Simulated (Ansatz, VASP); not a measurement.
# ZrB2: VASP beside Ansatz

File INCAR:

```
SYSTEM = ZrB2
PREC = Accurate ; ENCUT = 520
EDIFF = 1E-6 ; ISMEAR = -1
SIGMA = 0.05 ; LREAL = .FALSE.
LASPH = .TRUE. ; NELM = 60
ALGO = Normal ; ISIF = 2
LWAVE = .FALSE. ; LCHARG = .FALSE.
GGA = PE ; NBANDS = 16
```

The input KPOINTS:

```
Automatic mesh
0
G
  12 12 9
  0 0 0
```

The input POSCAR:

```
ZrB2
1.0
    3.1544144627      0.0000000000      0.0000000000
   -1.5772072314      2.7318030588      0.0000000000
    0.0000000000      0.0000000000      3.5082273368
Zr B
1 2
Direct
    0.0000000000      0.0000000000      0.0000000000
    0.3333333333      0.6666666667      0.5000000000
    0.6666666667      0.3333333333      0.5000000000
```

Input for Ansatz:

```yaml
crystal:
  lattice:
    - [3.1544144627, 0.0, 0.0]
    - [-1.5772072314, 2.7318030588, 0.0]
    - [0.0, 0.0, 3.5082273368]
  atoms:
    - { symbol: Zr, position: [0.0, 0.0, 0.0] }
    - { symbol: B, position: [0.3333333333, 0.6666666667, 0.5] }
    - { symbol: B, position: [0.6666666667, 0.3333333333, 0.5] }
kpoints:
  mp_grid: { grid: [12, 12, 9] }
  band_path:
    path:
      - [0.0, 0.0, 0.0]
      - [0.5, 0.0, 0.0]
      - [0.3333333333, 0.3333333333, 0.0]
      - [0.0, 0.0, 0.0]
      - [0.0, 0.0, 0.5]
      - [0.5, 0.0, 0.5]
      - [0.3333333333, 0.3333333333, 0.5]
      - [0.0, 0.0, 0.5]
      - [0.5, 0.0, 0.5]
    npoints: 5
scf:
  occupations: { method: fermi_dirac, width: 0.05 }
hamiltonian:
  xc: pbe
  pseudopotentials: { kind: all_electron, lapw: { basis_error: 0.001 } }
output:
  forces: true
  stress: true
  eigenvalues: true
```

Change from the starting cell: volume scaled by 0.99.

Alike in both runs: task single point; functional PBE; k mesh 12 × 12 × 9; occupations fermi-dirac, width 0.05 eV; no spin polarisation.

|  | VASP | Ansatz |
| --- | --- | --- |
| version | VASP 6.6.1 | Ansatz 0.2.0 |
| potentials or method | VASP PAW PBE potentials, release 64 (Zr_sv, B), cutoff 520 eV | all-electron LAPW, scalar-relativistic |

Ansatz gave:

* pressure (GPa): 5.0
* traceless stress, the component that is largest in VASP (GPa): 0.89

Q: What did VASP give for the same quantities?

A: Pressure (GPa): 5.1; traceless stress, the component that is largest in VASP (GPa): 0.89.

Ansatz ran all-electron here, and VASP with PAW potentials.
